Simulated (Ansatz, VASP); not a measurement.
# ZrSi7 in VASP and in Ansatz

```xyz
8
Lattice="5.6485 0.0000 0.0000 0.0000 5.6485 0.0000 0.0000 0.0000 5.6485" Properties=species:S:1:pos:R:3 pbc="T T T"
Zr    0.0000    0.0000    0.0000
Si    1.5023    1.5023    1.5023
Si    0.0000    2.8243    2.8243
Si    2.8243    2.8243    0.0000
Si    2.8243    0.0000    2.8243
Si    4.1462    1.5023    4.1462
Si    4.1462    4.1462    1.5023
Si    1.5023    4.1462    4.1462
```

Alike in both runs: task electric field gradients; functional PBE; k mesh 6 × 6 × 6; occupations fermi-dirac, width 0.15 eV; no spin polarisation.

|  | VASP | Ansatz |
| --- | --- | --- |
| version | VASP 6.6.1 | Ansatz 0.2.0 |
| potentials or method | VASP PAW PBE potentials, release 64 (Zr_sv, Si), cutoff 520 eV | scalar-relativistic, plane waves, PAW |
| valence electrons in the cell | 40 | 40 |

VASP gave:

| Property | Result |
| --- | --- |
| gap on the k mesh at the Fermi level (eV) | none |
| pressure (GPa) | 0.0 |
| size of Vzz on the site where it differs most (V/Å²) | 12.1 |

Problem. What did Ansatz give for the same quantities?

Solution. gap on the k mesh at the Fermi level (eV): none; pressure (GPa): 0.0; size of Vzz on the site where it differs most (V/Å²): 12.3.

A gap of «none» marks a metal or a gap that the smearing closes. With one functional, cell and mesh, what is left measures potentials, basis and numerics.
